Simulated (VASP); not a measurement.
The system is CdTe.

```
Cd Te
1.0
     4.53255    0.00000    0.00000
    -2.26628    3.92531    0.00000
     0.00000    0.00000   11.10245
Cd Te
3 3
Direct
  0.00000 0.00000 0.00000
  0.33333 0.66667 0.33333
  0.66667 0.33333 0.66667
  0.66667 0.33333 0.16667
  0.00000 0.00000 0.50000
  0.33333 0.66667 0.83333
```

- Program: VASP 6.6.1
- Task: relaxation of cell and atoms
- Functional: PBEsol
- Potentials or basis: VASP PAW PBE potentials, release 64 (Cd, Te)
- Cutoff: 600 eV
- k mesh: 12 × 12 × 4
- Occupations: gaussian, width 0.1 eV
- Spin: no spin polarisation

At the start: pressure -6.8 GPa; volume 32.92 Å³/atom.

Problem. How do energy, volume and symmetry change on relaxing?

Solution. Over 12 steps the energy falls by 149.9 meV/atom and the volume is 27.09 Å³/atom (-17.7 %); space group Fm-3m (No. 225, to 0.1 Å) before and after.

Step by step:
```
step  energy change (eV)  largest force (eV/Å)  pressure (GPa)  volume (Å³)
   1              0.0000                0.0000           -6.77       197.53
   2             -0.8946                0.0000            0.75       160.39
   3             -0.8995                0.0000            0.02       162.43
   4             -0.8991                0.0000           -0.20       163.09
   5             -0.8991                0.0000           -0.21       163.07
   6             -0.8992                0.0000           -0.17       163.01
   7             -0.8992                0.0000           -0.19       163.00
   8             -0.8992                0.0000           -0.18       162.99
   9             -0.8992                0.0000           -0.18       162.96
  10             -0.8993                0.0000           -0.17       162.90
  11             -0.8994                0.0000           -0.10       162.78
  12             -0.8995                0.0000           -0.01       162.53
```

Final structure:
```
CELL_PARAMETERS angstrom
4.24630 0.00000 0.00000
-2.12315 3.67740 0.00000
0.00000 0.00000 10.40859
ATOMIC_POSITIONS crystal
Cd 0.00000 0.00000 0.00000
Cd 0.33333 0.66667 0.33333
Cd 0.66667 0.33333 0.66667
Te 0.66667 0.33333 0.16667
Te 0.00000 0.00000 0.50000
Te 0.33333 0.66667 0.83333
```

Caveat: the volume moved by over 15 % at a fixed basis, so the end points are rough; the PAW data sets were made with another functional, which shifts forces and pressure a little.
